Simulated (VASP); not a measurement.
# K2HgBr6 (Fm-3m) in VASP: single point with r2SCAN

Aim: the single point of K2HgBr6 with r2SCAN.

All numbers are computed with VASP 6.6.1; they aren't measurements. Logs are shortened: lines on timing, memory, paths and dates and some standing lists are left out, and cuts for length are marked.

### 1 The cell of the first run

It takes space group Fm-3m (No. 225, cubic). The conventional cell has a = 10.644 Å, b = 10.644 Å, c = 10.644 Å, α = 90.00°, β = 90.00°, γ = 90.00°. Within 4.9 Å of K (site symmetry -43m) lie 12 Br at 3.76 Å and 4 Hg at 4.61 Å. Within 3.5 Å of Hg (site symmetry m-3m) lie 6 Br at 2.63 Å. Br (site symmetry 4mm) has 1 Hg at 2.63 Å within 3.5 Å.

### 2 Single point, r2SCAN

Input file POSCAR:

```
K2HgBr6
1.0
    0.0000000000      5.3219890000      5.3219890000
    5.3219890000      0.0000000000      5.3219890000
    5.3219890000      5.3219890000      0.0000000000
K Hg Br
2 1 6
Direct
    0.2500000000      0.2500000000      0.2500000000
    0.7500000000      0.7500000000      0.7500000000
    0.0000000000      0.0000000000      0.0000000000
    0.7532000000      0.2468000000      0.2468000000
    0.2468000000      0.7532000000      0.2468000000
    0.2468000000      0.7532000000      0.7532000000
    0.7532000000      0.2468000000      0.7532000000
    0.2468000000      0.2468000000      0.7532000000
    0.7532000000      0.7532000000      0.2468000000
```

Input file INCAR.step1:

```
PREC = Accurate
ENCUT = 520
ISMEAR = -1
SIGMA = 0.1
LREAL = F
LASPH = T
NELM = 100
NBANDS = 46
GGA = PE
ALGO = Normal
EDIFF = 1E-4
LWAVE = T
LCHARG = F
```

Input file INCAR.step2:

```
PREC = Accurate
ENCUT = 520
EDIFF = 1E-7
ISMEAR = -1
SIGMA = 0.1
LREAL = F
LASPH = T
NELM = 100
ALGO = Normal
ISIF = 2
LWAVE = F
LCHARG = T
METAGGA = R2SCAN
LMIXTAU = T
LELF = T
LVHAR = T
NBANDS = 46
ISTART = 1
```

Input file KPOINTS:

```
regular mesh
0
Gamma
  6 6 6
```

Potentials or basis: VASP PAW PBE potentials, release 64 (K_sv, Hg, Br).

Command:

```
$ cat potpaw_PBE.64/K_sv/POTCAR potpaw_PBE.64/Hg/POTCAR potpaw_PBE.64/Br/POTCAR > POTCAR
$ cp INCAR.step1 INCAR
$ mpirun -np 1 vasp_std > vasp.out
$ cp INCAR.step2 INCAR
$ mpirun -np 1 vasp_std > vasp.out
```

OUTCAR:

```text
PREC = Accurate
   ENCUT = 520
   EDIFF = 1E-7
   ISMEAR = -1
   LREAL = F
   LASPH = T
   NELM = 100
   ISIF = 2
   METAGGA = R2SCAN
   ISTART = 1

 ion  position               nearest neighbor table
   1  0.250  0.250  0.250-
   2  0.750  0.750  0.750-
   3  0.000  0.000  0.000-   4 2.63   5 2.63   6 2.63   7 2.63   8 2.63   9 2.63
   4  0.753  0.247  0.247-   3 2.63
   5  0.247  0.753  0.247-   3 2.63
   6  0.247  0.753  0.753-   3 2.63
   7  0.753  0.247  0.753-   3 2.63
   8  0.247  0.247  0.753-   3 2.63
   9  0.753  0.753  0.247-   3 2.63

  LATTYP: Found a face centered cubic cell.
 ALAT       =    10.6439780000

  Lattice vectors:

 A1 = (   0.0000000000,   5.3219890000,   5.3219890000)
 A2 = (   5.3219890000,   0.0000000000,   5.3219890000)
 A3 = (   5.3219890000,   5.3219890000,   0.0000000000)

Analysis of symmetry for initial positions (statically):
=====================================================================
 Subroutine PRICEL returns:
 Original cell was already a primitive cell.

 Routine SETGRP: Setting up the symmetry group for a
 face centered cubic supercell.

 Subroutine GETGRP returns: Found 48 space group operations
 (whereof 48 operations were pure point group operations)
 out of a pool of 48 trial point group operations.

The static configuration has the point symmetry O_h .

Analysis of symmetry for dynamics (positions and initial velocities):
=====================================================================
 Subroutine PRICEL returns:
 Original cell was already a primitive cell.

 Routine SETGRP: Setting up the symmetry group for a
 face centered cubic supercell.

 Subroutine GETGRP returns: Found 48 space group operations
 (whereof 48 operations were pure point group operations)
 out of a pool of 48 trial point group operations.

The dynamic configuration has the point symmetry O_h .

 Subroutine INISYM returns: Found 48 space group operations
 (whereof 48 operations are pure point group operations),
 and found     1 'primitive' translations

----------------------------------------------------------------------------------------

                                     Primitive cell

  volume of cell :     301.4754

  direct lattice vectors                    reciprocal lattice vectors
     0.000000000  5.321989000  5.321989000    -0.093949837  0.093949837  0.093949837
     5.321989000  0.000000000  5.321989000     0.093949837 -0.093949837  0.093949837
     5.321989000  5.321989000  0.000000000     0.093949837  0.093949837 -0.093949837

  length of vectors
     7.526429023  7.526429023  7.526429023     0.162725891  0.162725891  0.162725891

  position of ions in fractional coordinates (direct lattice)
     0.250000000  0.250000000  0.250000000
     0.750000000  0.750000000  0.750000000
     0.000000000  0.000000000  0.000000000
     0.753200000  0.246800000  0.246800000
     0.246800000  0.753200000  0.246800000
     0.246800000  0.753200000  0.753200000
     0.753200000  0.246800000  0.753200000
     0.246800000  0.246800000  0.753200000
     0.753200000  0.753200000  0.246800000

  ion indices of the primitive-cell ions
   primitive index   ion index
                 1           1
                 2           2
                 3           3
                 4           4
                 5           5
                 6           6
                 7           7
                 8           8
                 9           9

----------------------------------------------------------------------------------------

 KPOINTS: regular mesh

Automatic generation of k-mesh.
 Grid dimensions read from file:
 generate k-points for:    6    6    6

 Generating k-lattice:

  Cartesian coordinates                     Fractional coordinates (reciprocal lattice)
    -0.015658306  0.015658306  0.015658306     0.166666667  0.000000000  0.000000000
     0.015658306 -0.015658306  0.015658306     0.000000000  0.166666667  0.000000000
     0.015658306  0.015658306 -0.015658306     0.000000000  0.000000000  0.166666667

  Length of vectors
     0.027120982  0.027120982  0.027120982

  Shift w.r.t. Gamma in fractional coordinates (k-lattice)
     0.000000000  0.000000000  0.000000000

 Subroutine IBZKPT returns following result:
 ===========================================

 Found     16 irreducible k-points:

 Following reciprocal coordinates:
            Coordinates               Weight
  0.000000  0.000000  0.000000      1.000000
  0.166667  0.000000  0.000000      8.000000
  0.333333  0.000000  0.000000      8.000000
  0.500000  0.000000  0.000000      4.000000
  0.166667  0.166667  0.000000      6.000000
  0.333333  0.166667  0.000000     24.000000
[... 8 lines left out ...]
 -0.333333  0.333333  0.166667     24.000000
 -0.333333  0.500000  0.166667     12.000000
   k-points           NKPTS =     16   k-points in BZ     NKDIM =     16   number of bands    NBANDS=     46
   number of dos      NEDOS =    301   number of ions     NIONS =      9
   total plane-waves  NPLWV = 175616
   dimension x,y,z NGX =    56 NGY =   56 NGZ =   56
   dimension x,y,z NGXF=   112 NGYF=  112 NGZF=  112
   ions per type =               2   1   6
   NGX,Y,Z   is equivalent  to a cutoff of  12.37, 12.37, 12.37 a.u.
   NGXF,Y,Z  is equivalent  to a cutoff of  24.74, 24.74, 24.74 a.u.
 SYSTEM =  unknown system
   PREC   = accura    normal or accurate (medium, high low for compatibility)
   ISTART =      1    job   : 0-new  1-cont  2-samecut
   ICHARG =      0    charge: 1-file 2-atom 10-const
   ISPIN  =      1    spin polarized calculation?
   LNONCOLLINEAR =      F non collinear calculations
   LSORBIT =      F    spin-orbit coupling
   LASPH  =      T    aspherical Exc in radial PAW
   ENCUT  =  520.0 eV  38.22 Ry    6.18 a.u.  13.99 13.99 13.99*2*pi/ulx,y,z
   NELM   =    100;   NELMIN=  2; NELMDL=  0     # of ELM steps
   EDIFF  = 0.1E-06   stopping-criterion for ELM
   LREAL  =      F    real-space projection
   EDIFFG = 0.1E-05   stopping-criterion for IOM
   NSW    =      0    number of steps for IOM
   IBRION =     -1    ionic relax: 0-MD 1-quasi-New 2-CG
   NFREE  =      0    steps in history (QN), initial steepest desc. (CG)
   ISIF   =      2    stress and relaxation
   ISYM   =      2    0-nonsym 1-usesym 2-fastsym
   POTIM  = 0.5000    time-step for ionic-motion
   TEBEG  =    0.0;   TEEND  =   0.0 temperature during run
   PSTRESS=    0.0 pullay stress
   NELECT =      72.0000    total number of electrons
   NUPDOWN=      -1.0000    fix difference up-down
   EMIN   =  10.00;   EMAX   =-10.00  energy-range for DOS
   EFERMI =   0.00;   METHOD = LEGACY
   ISMEAR =    -1;   SIGMA  =   0.10  broadening in eV -4-tet -1-fermi 0-gaus
   EFERMI_NEDOS =   21; number of points for ismear=-14 and -15
   IALGO  =     38    algorithm
   IMIX   =      4    mixing-type and parameters
     AMIX     =   0.40;   BMIX     =  1.00
     AMIX_MAG =   1.60;   BMIX_MAG =  1.00
  volume/ion in A,a.u.               =      33.50       226.05
  Fermi-wavevector in a.u.,A,eV,Ry     =   1.015707  1.919408 14.036590  1.031660
  Thomas-Fermi vector in A             =   2.149008
   LORBIT       =      0    0 simple, 1 ext, 2 COOP (PROOUT), +10 PAW based schemes
   METAGGA = R2SCAN    functional components
   LHFCALC =     F    Hartree Fock is set to
   AEXX    =    0.0000 exact exchange contribution
   IVDW    =     0    specifies the selected vdW correction
   LEPSILON=     F    determine dielectric tensor
   LRPA    =     F    only Hartree local field effects (RPA)
 non-spin polarized calculation
  energy-cutoff  :      520.00
  volume of cell :      301.48
 maximum number of plane-waves:      8154
   NGX = 27   NGY = 27   NGZ = 27

 number of electron      72.0000001 magnetization

 Free energy of the ion-electron system (eV)
  ---------------------------------------------------
  ext. energy  EPLUGINS =         0.00000000
  ---------------------------------------------------
  free energy    TOTEN  =      -149.32269260 eV

  energy without entropy =     -149.13286403  energy(sigma->0) =     -149.22777831

 E-fermi :  -0.7520     XC(G=0):  -8.3063

 val. band max:       -0.8096473134   @ k =  -0.3333   0.1667   0.0000
 cond. band min:      -0.7476950700   @ k =   0.1667   0.1667   0.0000
 fundamental gap:      0.0619522434
 Fermi energy:        -0.7519929215

 k-point     1 :       0.0000    0.0000    0.0000
  band No.  band energies     occupation
      1     -30.8518      2.00000
      2     -30.8511      2.00000
      3     -15.3714      2.00000
      4     -14.7664      2.00000
      5     -14.7664      2.00000
      6     -14.7664      2.00000
[... 38 lines left out ...]
     45       6.1901      0.00000
     46       7.0434      0.00000

 k-point     2 :       0.1667    0.0000    0.0000
  band No.  band energies     occupation
      1     -30.8517      2.00000
      2     -30.8512      2.00000
      3     -15.3466      2.00000
      4     -14.8063      2.00000
      5     -14.7672      2.00000
      6     -14.7672      2.00000
[... 38 lines left out ...]
     45       6.4810      0.00000
     46       7.1469      0.00000

 k-point     3 :       0.3333    0.0000    0.0000
  band No.  band energies     occupation
      1     -30.8516      2.00000
      2     -30.8513      2.00000
      3     -15.2836      2.00000
      4     -14.8985      2.00000
      5     -14.7689      2.00000
      6     -14.7689      2.00000
[... 38 lines left out ...]
     45       7.0499      0.00000
     46       7.2805      0.00000

 k-point     4 :       0.5000    0.0000    0.0000
  band No.  band energies     occupation
      1     -30.8515      2.00000
      2     -30.8515      2.00000
      3     -15.2382      2.00000
      4     -14.9579      2.00000
      5     -14.7698      2.00000
      6     -14.7698      2.00000
[... 528 lines left out ...]
     45       7.2923      0.00000
     46       7.5254      0.00000

 k-point    15 :      -0.3333    0.3333    0.1667
  band No.  band energies     occupation
      1     -30.8515      2.00000
      2     -30.8515      2.00000
      3     -15.2095      2.00000
      4     -14.9547      2.00000
      5     -14.7840      2.00000
      6     -14.7829      2.00000
[... 38 lines left out ...]
     45       7.4760      0.00000
     46       7.5198      0.00000

 k-point    16 :      -0.3333    0.5000    0.1667
  band No.  band energies     occupation
      1     -30.8515      2.00000
      2     -30.8514      2.00000
      3     -15.2041      2.00000
      4     -14.9392      2.00000
      5     -14.7909      2.00000
      6     -14.7856      2.00000
[... 38 lines left out ...]
     45       7.5161      0.00000
     46       7.5200      0.00000

------------------------ aborting loop because EDIFF is reached ----------------------------------------

  FORCE on cell =-STRESS in cart. coord.  units (eV):
  Direction    XX          YY          ZZ          XY          YZ          ZX
  --------------------------------------------------------------------------------------
  -------------------------------------------------------------------------------------
  Total        0.9852872      0.9852872      0.9852872      0.0000000      0.0000000     -0.0000000
  in kB        5.2362638      5.2362638      5.2362638      0.0000000      0.0000000     -0.0000000
  external PRESSURE =       5.2362638 kB  Pullay stress =       0.0000000 kB

 VOLUME and BASIS-vectors are now :
 -----------------------------------------------------------------------------
  energy-cutoff  :      520.00
  volume of cell :      301.48
      direct lattice vectors                 reciprocal lattice vectors
     0.000000000  5.321989000  5.321989000    -0.093949837  0.093949837  0.093949837
     5.321989000  0.000000000  5.321989000     0.093949837 -0.093949837  0.093949837
     5.321989000  5.321989000  0.000000000     0.093949837  0.093949837 -0.093949837

 POSITION                                       TOTAL-FORCE (eV/Angst)
 -----------------------------------------------------------------------------------
      2.66099      2.66099      2.66099        -0.000000     -0.000000     -0.000000
      7.98298      7.98298      7.98298        -0.000000     -0.000000      0.000000
      0.00000      0.00000      0.00000        -0.000000      0.000000      0.000000
      2.62693      5.32199      5.32199         0.531899      0.000000      0.000000
      5.32199      2.62693      5.32199        -0.000000      0.531899      0.000000
      8.01704      5.32199      5.32199        -0.531899      0.000000      0.000000
      5.32199      8.01704      5.32199        -0.000000     -0.531899      0.000000
      5.32199      5.32199      2.62693        -0.000000      0.000000      0.531899
      5.32199      5.32199      8.01704        -0.000000      0.000000     -0.531899
 -----------------------------------------------------------------------------------
    total drift:                               -0.000000     -0.000000      0.000000

  FREE ENERGIE OF THE ION-ELECTRON SYSTEM (eV)
  ---------------------------------------------------
  free  energy   TOTEN  =      -149.3226925973 eV

  energy  without entropy=     -149.1328640315  energy(sigma->0) =     -149.22777831
```

Run time: 8.7 min. Hardware: 1 thread of Intel Xeon 6975P-C (Granite Rapids), shared host; peak memory 0.59 GiB.

What came out:

| Quantity | Value |
| --- | --- |
| Free energy | -149.3227 eV |
| Pressure | 0.5 GPa |
| Largest force | 0.532 eV/Å |
| Band gap on the k mesh | zero (bands 36 and 37 overlap by 0.22 eV) |

Forces on the atoms (eV/Å):
```
K    0.000  0.000  0.000
K    0.000  0.000  0.000
Hg   0.000  0.000  0.000
Br   0.532  0.000  0.000
Br   0.000  0.532  0.000
Br  -0.532  0.000  0.000
Br   0.000 -0.532  0.000
Br   0.000  0.000  0.532
Br   0.000  0.000 -0.532
```

Caveat: the PAW data sets were made with another functional, which shifts forces and pressure a little; spin-orbit coupling is left out, which moves the levels of the heavy elements.
